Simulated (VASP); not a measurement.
Input of a VASP 6.6.1 run:

File POSCAR:

```
Al2SbP
1.0
    4.1137897787      0.0000000000      0.0000000000
    0.0000000000      4.1137897787      0.0000000000
    0.0000000000      0.0000000000      5.8979471652
P Al Sb
1 2 1
Direct
    0.0000000000      0.0000000000      0.0000000000
    0.0000000000      0.5000000000      0.7772076669
    0.5000000000      0.0000000000      0.2227923331
    0.5000000000      0.5000000000      0.5000000000
```

File INCAR.step1:

```
PREC = Accurate
ENCUT = 520
EDIFF = 1E-5
ISMEAR = 0
SIGMA = 0.01
LREAL = F
LASPH = T
NELM = 100
ALGO = Normal
ISIF = 2
LWAVE = T
LCHARG = F
GGA = PE
NBANDS = 16
```

File INCAR.step2:

```
PREC = Accurate
ENCUT = 520
EDIFF = 1E-6
ISMEAR = 0
SIGMA = 0.01
LREAL = F
LASPH = T
NELM = 100
ALGO = Normal
ISIF = 2
LWAVE = F
LCHARG = F
GGA = PE
LHFCALC = T
HFSCREEN = 0.2079
PRECFOCK = Normal
ISTART = 1
NBANDS = 16
```

The input KPOINTS:

```
regular mesh
0
Gamma
  4 4 4
```

Potentials or basis: VASP PAW PBE potentials, release 64 (P, Al, Sb).

Run with:

```console
$ cat potpaw_PBE.64/P/POTCAR potpaw_PBE.64/Al/POTCAR potpaw_PBE.64/Sb/POTCAR > POTCAR
$ cp INCAR.step1 INCAR
$ mpirun -np 1 vasp_std > vasp.out
$ cp INCAR.step2 INCAR
$ mpirun -np 1 vasp_std > vasp.out
```

Task: Predict the band gap on the k mesh.

Result: 1.28 eV (least direct gap 1.29 eV).

Task: Estimate the largest force.

Result: 0.052 eV/Å.

Task: Predict the pressure.

Result: -1.2 GPa.

Stress tensor (GPa, compression positive):
```
-0.81  0.00  0.00
 0.00 -0.81  0.00
 0.00  0.00 -2.10
```

Caveat: the cell differs from its parent crystal (uniaxial z strain +1.1%); the PAW data sets were made with another functional, which shifts forces and pressure a little; spin-orbit coupling is left out, which moves the levels of the heavy elements. A k mesh can miss the band edges.
